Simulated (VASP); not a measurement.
# W (a cell with a defect) in VASP: single point with PBEsol

Aim: the single point of W (a cell with a defect) with PBEsol.

Everything below comes from runs of VASP 6.6.1. Logs are shortened: lines on timing, memory, paths and dates and some standing lists are left out, and cuts for length are marked.

### Step 1. The cell of the first run

The cell holds a defect, 15 atoms: a = 6.320 Å, b = 6.320 Å, c = 6.320 Å, α = 90.00°, β = 90.00°, γ = 90.00°.

### Step 2. Single point, PBEsol

Contents of INCAR:

```
  ALGO = Normal
  EDIFF = 1E-7
  ENCUT = 520
  GGA = PS
  ISIF = 2
  ISMEAR = 0
  LASPH = True
  LCHARG = False
  LREAL = Auto
  LWAVE = False
  NBANDS = 118
  NELM = 80
  PREC = Accurate
  SIGMA = 0.15
```

Contents of KPOINTS:

```
k-points
0
Gamma
  3 3 3
```

Contents of POSCAR:

```
W
1.0
    6.3200000000      0.0000000000      0.0000000000
    0.0000000000      6.3200000000      0.0000000000
    0.0000000000      0.0000000000      6.3200000000
W
15
Direct
    0.5067957278     -0.0043200949     -0.0042813291
   -0.0059153481      0.5087727848     -0.0044539557
   -0.0059462025     -0.0044814873      0.5088123418
    0.1330150316      0.1349568038      0.1348582278
    0.4952593354      0.4968811709      0.0018799051
    0.4952487342      0.0019068038      0.4969406646
    0.7425973101      0.2543302215      0.2543303797
    0.0004238924      0.4966414557      0.4966636076
    0.2528621835      0.7442267405      0.2542188291
    0.2529088608      0.2543045886      0.7440164557
    0.4993526899      0.5006843354      0.5006943038
    0.7535308544      0.7550172468      0.2477208861
    0.7536300633      0.2476982595      0.7550544304
    0.2462639241      0.7549373418      0.7548284810
    0.7466267405      0.7480012658      0.7480528481
```

Potentials or basis: VASP PAW PBE potentials, release 64 (W_sv).

Command:

```
> cat potpaw_PBE.64/W_sv/POTCAR > POTCAR
> mpirun -np 1 vasp_std > vasp.out
```

OUTCAR:

```text
EDIFF = 1E-7
   ENCUT = 520
   GGA = PS
   ISIF = 2
   ISMEAR = 0
   LASPH = True
   LREAL = Auto
   NELM = 80
   PREC = Accurate

 ion  position               nearest neighbor table
   1  0.507  0.996  0.996-   4 2.67  15 2.68  12 2.70  13 2.70  14 2.71   7 2.75   9 2.79  10 2.79
                             6 3.15   5 3.15   5 3.17   6 3.17
   2  0.994  0.509  0.996-   4 2.67  15 2.68  12 2.70  14 2.70  13 2.71   9 2.75   7 2.79  10 2.79
                             5 3.15   8 3.15   8 3.17   5 3.17
   3  0.994  0.996  0.509-   4 2.67  15 2.68  14 2.70  13 2.70  12 2.71  10 2.75   9 2.79   7 2.79
                             6 3.15   8 3.15   8 3.17   6 3.17
   4  0.133  0.135  0.135-   2 2.67   1 2.67   3 2.67   7 2.69   9 2.69  10 2.69   8 3.34   5 3.34
                             6 3.34  13 3.47  12 3.47  14 3.47
   5  0.495  0.497  0.002-   9 2.71   7 2.71  10 2.71  14 2.75  13 2.75  15 2.76  12 2.78  11 3.15
                             1 3.15   2 3.15  11 3.17   2 3.17   1 3.17   4 3.34
   6  0.495  0.002  0.497-  10 2.71   7 2.71   9 2.71  14 2.75  12 2.75  15 2.76  13 2.78  11 3.15
                             1 3.15   3 3.15  11 3.17   3 3.17   1 3.17   4 3.34
   7  0.743  0.254  0.254-  11 2.69   4 2.69   5 2.71   6 2.71   8 2.71   1 2.75   2 2.79   3 2.79
                            13 3.16  12 3.16  12 3.17  13 3.17
   8  0.000  0.497  0.497-  10 2.71   9 2.71   7 2.71  13 2.75  12 2.75  15 2.76  14 2.78  11 3.15
                             3 3.15   2 3.15  11 3.17   2 3.17   3 3.17   4 3.34
   9  0.253  0.744  0.254-  11 2.69   4 2.69   5 2.71   8 2.71   6 2.71   2 2.75   1 2.79   3 2.79
                            12 3.16  14 3.16  14 3.16  12 3.17
  10  0.253  0.254  0.744-  11 2.69   4 2.69   6 2.71   8 2.71   5 2.71   3 2.75   1 2.79   2 2.79
                            13 3.16  14 3.16  14 3.17  13 3.17
  11  0.499  0.501  0.501-   7 2.69  10 2.69   9 2.69  15 2.71  14 2.78  12 2.78  13 2.78   6 3.15
                             5 3.15   8 3.15   8 3.17   5 3.17   6 3.17
  12  0.754  0.755  0.248-   2 2.70   1 2.70   3 2.71   8 2.75   6 2.75  11 2.78   5 2.78   7 3.16
                             9 3.16  15 3.16  15 3.16   9 3.17   7 3.17   4 3.47
  13  0.754  0.248  0.755-   3 2.70   1 2.70   2 2.71   8 2.75   5 2.75  11 2.78   6 2.78   7 3.16
                            10 3.16  15 3.16  15 3.16  10 3.17   7 3.17   4 3.47
  14  0.246  0.755  0.755-   3 2.70   2 2.70   1 2.71   6 2.75   5 2.75  11 2.78   8 2.78  10 3.16
                             9 3.16  15 3.16  15 3.16   9 3.16  10 3.17   4 3.47
  15  0.747  0.748  0.748-   2 2.68   3 2.68   1 2.68  11 2.71   5 2.76   6 2.76   8 2.76  14 3.16
                            12 3.16  13 3.16  13 3.16  12 3.16  14 3.16

  LATTYP: Found a simple cubic cell.
 ALAT       =     6.3200000000

  Lattice vectors:

 A1 = (   6.3200000000,   0.0000000000,   0.0000000000)
 A2 = (   0.0000000000,   6.3200000000,   0.0000000000)
 A3 = (   0.0000000000,   0.0000000000,   6.3200000000)

Analysis of symmetry for initial positions (statically):
=====================================================================
 Subroutine PRICEL returns:
 Original cell was already a primitive cell.

 Routine SETGRP: Setting up the symmetry group for a
 simple cubic supercell.

 Subroutine GETGRP returns: Found  1 space group operations
 (whereof  1 operations were pure point group operations)
 out of a pool of 48 trial point group operations.

The static configuration has the point symmetry C_1 .

Analysis of symmetry for dynamics (positions and initial velocities):
=====================================================================
 Subroutine PRICEL returns:
 Original cell was already a primitive cell.

 Routine SETGRP: Setting up the symmetry group for a
 simple cubic supercell.

 Subroutine GETGRP returns: Found  1 space group operations
 (whereof  1 operations were pure point group operations)
 out of a pool of 48 trial point group operations.

The dynamic configuration has the point symmetry C_1 .

 Subroutine INISYM returns: Found  1 space group operations
 (whereof  1 operations are pure point group operations),
 and found     1 'primitive' translations

----------------------------------------------------------------------------------------

                                     Primitive cell

  volume of cell :     252.4360

  direct lattice vectors                    reciprocal lattice vectors
     6.320000000  0.000000000  0.000000000     0.158227848  0.000000000  0.000000000
[... 70 lines left out ...]
  0.333333  0.000000  0.000000      2.000000
  0.000000  0.333333  0.000000      2.000000
  0.000000  0.000000  0.333333      2.000000
  0.333333  0.333333  0.000000      2.000000
  0.000000  0.333333  0.333333      2.000000
  0.333333  0.000000  0.333333      2.000000
 -0.333333  0.333333  0.000000      2.000000
 -0.333333  0.000000  0.333333      2.000000
  0.000000 -0.333333  0.333333      2.000000
  0.333333  0.333333  0.333333      2.000000
 -0.333333  0.333333  0.333333      2.000000
 -0.333333 -0.333333  0.333333      2.000000
  0.333333 -0.333333  0.333333      2.000000
   k-points           NKPTS =     14   k-points in BZ     NKDIM =     14   number of bands    NBANDS=    118
   number of dos      NEDOS =    301   number of ions     NIONS =     15
   total plane-waves  NPLWV = 110592
   dimension x,y,z NGX =    48 NGY =   48 NGZ =   48
   dimension x,y,z NGXF=    96 NGYF=   96 NGZF=   96
   ions per type =              15
   NGX,Y,Z   is equivalent  to a cutoff of  12.63, 12.63, 12.63 a.u.
   NGXF,Y,Z  is equivalent  to a cutoff of  25.25, 25.25, 25.25 a.u.
 SYSTEM =  unknown system
   PREC   = accura    normal or accurate (medium, high low for compatibility)
   ISTART =      0    job   : 0-new  1-cont  2-samecut
   ICHARG =      2    charge: 1-file 2-atom 10-const
   ISPIN  =      1    spin polarized calculation?
   LNONCOLLINEAR =      F non collinear calculations
   LSORBIT =      F    spin-orbit coupling
   LASPH  =      T    aspherical Exc in radial PAW
   ENCUT  =  520.0 eV  38.22 Ry    6.18 a.u.  11.75 11.75 11.75*2*pi/ulx,y,z
   NELM   =     80;   NELMIN=  2; NELMDL= -5     # of ELM steps
   EDIFF  = 0.1E-06   stopping-criterion for ELM
   LREAL  =      T    real-space projection
   EDIFFG = 0.1E-05   stopping-criterion for IOM
   NSW    =      0    number of steps for IOM
   IBRION =     -1    ionic relax: 0-MD 1-quasi-New 2-CG
   NFREE  =      0    steps in history (QN), initial steepest desc. (CG)
   ISIF   =      2    stress and relaxation
   ISYM   =      2    0-nonsym 1-usesym 2-fastsym
   POTIM  = 0.5000    time-step for ionic-motion
   TEBEG  =    0.0;   TEEND  =   0.0 temperature during run
   PSTRESS=    0.0 pullay stress
   NELECT =     210.0000    total number of electrons
   NUPDOWN=      -1.0000    fix difference up-down
   EMIN   =  10.00;   EMAX   =-10.00  energy-range for DOS
   EFERMI =   0.00;   METHOD = LEGACY
   ISMEAR =     0;   SIGMA  =   0.15  broadening in eV -4-tet -1-fermi 0-gaus
   EFERMI_NEDOS =   21; number of points for ismear=-14 and -15
   IALGO  =     38    algorithm
   IMIX   =      4    mixing-type and parameters
     AMIX     =   0.40;   BMIX     =  1.00
     AMIX_MAG =   1.60;   BMIX_MAG =  1.00
  volume/ion in A,a.u.               =      16.83       113.57
  Fermi-wavevector in a.u.,A,eV,Ry     =   1.539681  2.909576 32.254225  2.370619
  Thomas-Fermi vector in A             =   2.645875
   LORBIT       =      0    0 simple, 1 ext, 2 COOP (PROOUT), +10 PAW based schemes
   GGA     = PS    functional components
   LHFCALC =     F    Hartree Fock is set to
   AEXX    =    0.0000 exact exchange contribution
   IVDW    =     0    specifies the selected vdW correction
   LEPSILON=     F    determine dielectric tensor
   LRPA    =     F    only Hartree local field effects (RPA)
 non-spin polarized calculation
 Gauss-broadening in eV      SIGMA  =   0.15
  energy-cutoff  :      520.00
  volume of cell :      252.44
 maximum number of plane-waves:      6859
   NGX = 23   NGY = 23   NGZ = 23

 number of electron     210.0000013 magnetization

 Free energy of the ion-electron system (eV)
  ---------------------------------------------------
  ext. energy  EPLUGINS =         0.00000000
  ---------------------------------------------------
  free energy    TOTEN  =      -201.77062826 eV

  energy without entropy =     -201.65117551  energy(sigma->0) =     -201.71090188

 E-fermi :  10.0977     XC(G=0): -13.3525

 val. band max:       10.0880367237   @ k =   0.0000   0.0000   0.3333
 cond. band min:      10.0998629727   @ k =   0.0000   0.3333   0.3333
 fundamental gap:      0.0118262490
 Fermi energy:        10.0976580290

 k-point     1 :       0.0000    0.0000    0.0000
  band No.  band energies     occupation
      1     -63.9425      2.00000
      2     -63.7496      2.00000
      3     -63.6905      2.00000
      4     -63.6898      2.00000
      5     -63.6851      2.00000
      6     -63.6848      2.00000
[... 1669 lines left out ...]
    116      12.1642      0.00000
    117      12.3083      0.00000
 [bands above 117 left out]

------------------------ aborting loop because EDIFF is reached ----------------------------------------

  FORCE on cell =-STRESS in cart. coord.  units (eV):
  Direction    XX          YY          ZZ          XY          YZ          ZX
  --------------------------------------------------------------------------------------
  -------------------------------------------------------------------------------------
  Total      -10.9890973    -11.0179319    -11.0382536     -2.8087596     -2.8212845     -2.8131105
  in kB      -69.7463312    -69.9293404    -70.0583193    -17.8268219    -17.9063156    -17.8544363
  external PRESSURE =     -69.9113303 kB  Pullay stress =       0.0000000 kB

 VOLUME and BASIS-vectors are now :
 -----------------------------------------------------------------------------
  energy-cutoff  :      520.00
  volume of cell :      252.44
      direct lattice vectors                 reciprocal lattice vectors
     6.320000000  0.000000000  0.000000000     0.158227848  0.000000000  0.000000000
     0.000000000  6.320000000  0.000000000     0.000000000  0.158227848  0.000000000
     0.000000000  0.000000000  6.320000000     0.000000000  0.000000000  0.158227848

 POSITION                                       TOTAL-FORCE (eV/Angst)
 -----------------------------------------------------------------------------------
      3.20295      6.29270      6.29294         0.023453      0.014155      0.009127
      6.28262      3.21544      6.29185         0.017025     -0.002597      0.014193
      6.28242      6.29168      3.21569         0.016267      0.016697     -0.009893
      0.84065      0.85293      0.85230        -0.051550     -0.073225     -0.068787
      3.13004      3.14029      0.01188        -0.000714     -0.007916      0.006815
      3.12997      0.01205      3.14067         0.002319      0.004686     -0.012754
      4.69321      1.60737      1.60737        -0.003655     -0.001947     -0.000164
      0.00268      3.13877      3.13891         0.010508      0.007024      0.001291
      1.59809      4.70351      1.60666        -0.004324     -0.003805      0.009592
      1.59838      1.60720      4.70218        -0.004691      0.005707      0.010491
      3.15591      3.16432      3.16439        -0.000945      0.009607      0.002913
      4.76231      4.77171      1.56560        -0.001576      0.005670      0.000396
      4.76294      1.56545      4.77194        -0.007769      0.000861      0.005109
      1.55639      4.77120      4.77052         0.001681      0.002043      0.010138
      4.71868      4.72737      4.72769         0.003971      0.023040      0.021531
 -----------------------------------------------------------------------------------
    total drift:                                0.008731      0.000680      0.000386

  FREE ENERGIE OF THE ION-ELECTRON SYSTEM (eV)
  ---------------------------------------------------
  free  energy   TOTEN  =      -201.7706282622 eV

  energy  without entropy=     -201.6511755066  energy(sigma->0) =     -201.71090188
```

Wall time 19 min (1 thread of Intel Xeon 8259CL, shared host); peak memory 0.47 GiB.

What came out:

```
Free energy            : -201.7706 eV
Pressure               : -7.0 GPa
Largest force          : 0.113 eV/Å
Band gap on the k mesh : zero (bands 105 and 106 overlap by 0.17 eV)
```

Forces on the atoms (eV/Å):
```
W    0.023  0.014  0.009
W    0.017 -0.003  0.014
W    0.016  0.017 -0.010
W   -0.052 -0.073 -0.069
W   -0.001 -0.008  0.007
W    0.002  0.005 -0.013
W   -0.004 -0.002  0.000
W    0.011  0.007  0.001
W   -0.004 -0.004  0.010
W   -0.005  0.006  0.010
W   -0.001  0.010  0.003
W   -0.002  0.006  0.000
W   -0.008  0.001  0.005
W    0.002  0.002  0.010
W    0.004  0.023  0.022
```

Stress tensor (GPa, compression positive):
```
-6.97 -1.78 -1.79
-1.78 -6.99 -1.79
-1.79 -1.79 -7.01
```

Levels at points of the mesh, in eV from the Fermi level:
```tsv
k point	band 103	band 104	band 105	band 106	band 107	band 108
(0.00, 0.00, 0.00)	-0.02	0.17	0.17	0.82	0.86	0.86
```

Caveat: the PAW data sets were made with another functional, which shifts forces and pressure a little; spin-orbit coupling is left out, which moves the levels of the heavy elements.
